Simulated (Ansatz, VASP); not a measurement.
## KI: VASP beside Ansatz

Contents of INCAR:

```
  ALGO = Normal
  EDIFF = 1E-6
  ENCUT = 520
  GGA = PE
  ISIF = 2
  ISMEAR = -1
  LASPH = True
  LCHARG = True
  LELF = True
  LREAL = False
  LVHAR = True
  LWAVE = False
  NBANDS = 15
  NELM = 60
  PREC = Accurate
  SIGMA = 0.02
```

Contents of KPOINTS:

```
k-points
0
Gamma
  6 6 6
```

Contents of POSCAR:

```
KI
1.0
    0.0000000000      3.5478920710      3.5478920710
    3.5478920710      0.0000000000      3.5478920710
    3.5478920710      3.5478920710      0.0000000000
K I
1 1
Direct
    0.0000000000      0.0000000000      0.0000000000
    0.5000000000      0.5000000000      0.5000000000
```

Input for Ansatz:

```yaml
crystal:
  lattice:
    - [0.0, 3.547892071, 3.547892071]
    - [3.547892071, 0.0, 3.547892071]
    - [3.547892071, 3.547892071, 0.0]
  atoms:
    - { symbol: K, position: [0.0, 0.0, 0.0] }
    - { symbol: I, position: [0.5, 0.5, 0.5] }
kpoints:
  mp_grid: { grid: [6, 6, 6] }
scf:
  occupations: { method: fermi_dirac, width: 0.02 }
hamiltonian:
  xc: pbe
  pseudopotentials: { kind: all_electron, lapw: { basis_error: 0.00025 } }
output:
  forces: true
  stress: true
  eigenvalues: true
```

Change from the starting cell: volume scaled by 1.02.

Alike in both runs: task single point; functional PBE; k mesh 6 × 6 × 6; occupations fermi-dirac, width 0.02 eV; no spin polarisation.

|  | VASP | Ansatz |
| --- | --- | --- |
| version | VASP 6.6.1 | Ansatz 0.2.0 |
| potentials or method | VASP PAW PBE potentials, release 64 (K_sv, I), cutoff 520 eV | all-electron LAPW, scalar-relativistic |

```csv
,VASP,Ansatz,Ansatz less VASP
gap on the k mesh at the Fermi level (eV),3.93,3.94,+0.004
pressure (GPa),0.5,0.4,-0.03
```

Ansatz ran all-electron here, and VASP with PAW potentials.

Spin-orbit coupling is off throughout.
